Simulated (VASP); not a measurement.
A run of VASP 6.6.1:

Contents of INCAR:

```
SYSTEM = Te
PREC = Accurate
ENCUT = 520
EDIFF = 1E-6
ISMEAR = 0
SIGMA = 0.1
LREAL = .FALSE.
LASPH = .TRUE.
NELM = 80
ALGO = Normal
ISIF = 2
LWAVE = .FALSE.
LCHARG = .TRUE.
GGA = PS
LELF = .TRUE.
LVHAR = .TRUE.
NBANDS = 9
```

KPOINTS

```
regular mesh
0
G
  15 15 15
  0 0 0
```

File POSCAR:

```
Te
1.0
    2.2506127899      1.2993919001      1.7768179357
   -2.2506127899      1.2993919001      1.7768179357
    0.0000000000     -2.5987838001      1.7768179358
Te
1
Direct
    0.5000000000      0.5000000000      0.5000000000
```

Potentials or basis: VASP PAW PBE potentials, release 64 (Te).

Command:

```sh
$ cat potpaw_PBE.64/Te/POTCAR > POTCAR
$ mpirun -np 1 vasp_std > vasp.out
```

Hardware: 1 thread of Intel Xeon 8259CL, with other jobs on the host.

Q: Estimate the wall time of this run.

A: It took 68 s on 1 thread of Intel Xeon 8259CL, on a shared host, peak memory 0.21 GiB. Counts: scf iterations 10, k points 344.
